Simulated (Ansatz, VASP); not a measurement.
## C: VASP beside Ansatz

File INCAR:

```
SYSTEM = C
PREC = Accurate ; ENCUT = 600
EDIFF = 1E-6 ; ISMEAR = 0
SIGMA = 0.15 ; LREAL = .False.
LASPH = .True. ; NELM = 120
ALGO = Normal ; ISIF = 2
LWAVE = .False. ; LCHARG = .False.
GGA = PS ; NBANDS = 16
GGA_COMPAT = .False.
```

File KPOINTS:

```
regular mesh
0
Gamma
  18 18 6
  0 0 0
```

Contents of POSCAR:

```
C
1.0
    1.2294745828     -2.1290849001      0.0000000000
    1.2294745828      2.1290849001      0.0000000000
    0.0000000000      0.0000000000      7.3778161753
C
4
Direct
    0.0340323546      0.8273718563      0.7498447626
    0.6326109514      0.5059848377      0.2501553200
    0.9659676454      0.1726281437      0.2501552374
    0.3673890486      0.4940151623      0.7498446800
```

Input for Ansatz:

```yaml
crystal:
  lattice:
    - [1.2294745828, -2.1290849001, 0.0]
    - [1.2294745828, 2.1290849001, 0.0]
    - [0.0, 0.0, 7.3778161753]
  atoms:
    - { symbol: C, position: [0.0340323546, 0.8273718563, 0.7498447626] }
    - { symbol: C, position: [0.6326109514, 0.5059848377, 0.25015532] }
    - { symbol: C, position: [0.9659676454, 0.1726281437, 0.2501552374] }
    - { symbol: C, position: [0.3673890486, 0.4940151623, 0.74984468] }
basis:
  ecutwfc: 520.0
kpoints:
  mp_grid: { grid: [18, 18, 6] }
hamiltonian:
  xc: pbesol
  pseudopotentials: { kind: paw, azcp: { folder: soft_1 } }
scf:
  occupations: { method: gaussian, width: 0.15 }
output:
  forces: true
  stress: true
  eigenvalues: true
  write_density: true
  write_potential: true
  elf: true
  volumetric_format: npy
```

Change from the starting cell: mode 1 frozen in at -0.085 Å and mode 5 at -0.170 Å (largest displacements).

Alike in both runs: task single point; functional PBEsol; k mesh 18 × 18 × 6; occupations gaussian, width 0.15 eV; no spin polarisation.

|  | VASP | Ansatz |
| --- | --- | --- |
| version | VASP 6.6.1 | Ansatz 0.2.0 |
| potentials or method | VASP PAW PBE potentials, release 64 (C), cutoff 600 eV | scalar-relativistic, plane waves, PAW |
| valence electrons in the cell | 16 | 16 |

VASP gave:

- gap on the k mesh at the Fermi level (eV): none
- least direct gap on the mesh (eV): 0.00
- pressure (GPa): 0.3
- traceless stress, the component that is largest in VASP (GPa): -0.49
- rms of the force components (eV/Å): 0.004

**Question.** What did Ansatz give for the same quantities?

**Answer.** gap on the k mesh at the Fermi level (eV): none; least direct gap on the mesh (eV): 0.00; pressure (GPa): 0.0; traceless stress, the component that is largest in VASP (GPa): 0.08; rms of the force components (eV/Å): 0.004.

VASP's potentials were made for PBE, not for PBEsol, and Ansatz warns of the same on its side. Atom by atom the forces differ by 0.000 eV/Å (rms over components). A gap of «none» marks a metal or a gap that the smearing closes. With one functional, cell and mesh, what is left measures potentials, basis and numerics.

A gap of «none» marks a metal or a gap under the smearing width.
